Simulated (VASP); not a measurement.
Here is a VASP 6.6.1 calculation.

Contents of INCAR:

```
SYSTEM = GaSb3
PREC = Accurate
ENCUT = 520
EDIFF = 1E-7
ISMEAR = 0
SIGMA = 0.1
LREAL = .False.
LASPH = .True.
NELM = 100
ALGO = Normal
ISIF = 2
LWAVE = .False.
LCHARG = .False.
GGA = PE
NBANDS = 22
```

Contents of KPOINTS:

```
regular mesh
0
Gamma
  10 10 10
  0 0 0
```

POSCAR

```
GaSb3
1.0
    0.0000000000      3.9141029680      3.5783494180
    3.5783494180      0.0000000000      3.5783494180
    3.5783494180      3.9141029680      0.0000000000
Ga Sb
1 3
Direct
   -0.0052840202      0.0052840202     -0.0052840202
    0.2496228161      0.2503771839      0.2496228161
    0.7496228161      0.7503771839      0.7496228161
    0.5060383880      0.4939616120      0.5060383880
```

Potentials or basis: VASP PAW PBE potentials, release 64 (Ga_d, Sb).

The run is started by

```sh
$ cat potpaw_PBE.64/Ga_d/POTCAR potpaw_PBE.64/Sb/POTCAR > POTCAR
$ mpirun -np 1 vasp_std > vasp.out
```

Problem. What does it give for the band gap on the k mesh?

Solution. Zero (band 14 reaches 9.87 eV, above the bottom of band 15 at 5.62 eV).

Problem. Predict the pressure.

Solution. 1.5 GPa.

Stress tensor (GPa, compression positive):
```
 2.22  0.00  0.00
 0.00 -0.03  0.00
 0.00  0.00  2.22
```

Caveat: the cell differs from its parent crystal (strained and its atoms moved); spin-orbit coupling is left out, which moves the levels of the heavy elements.
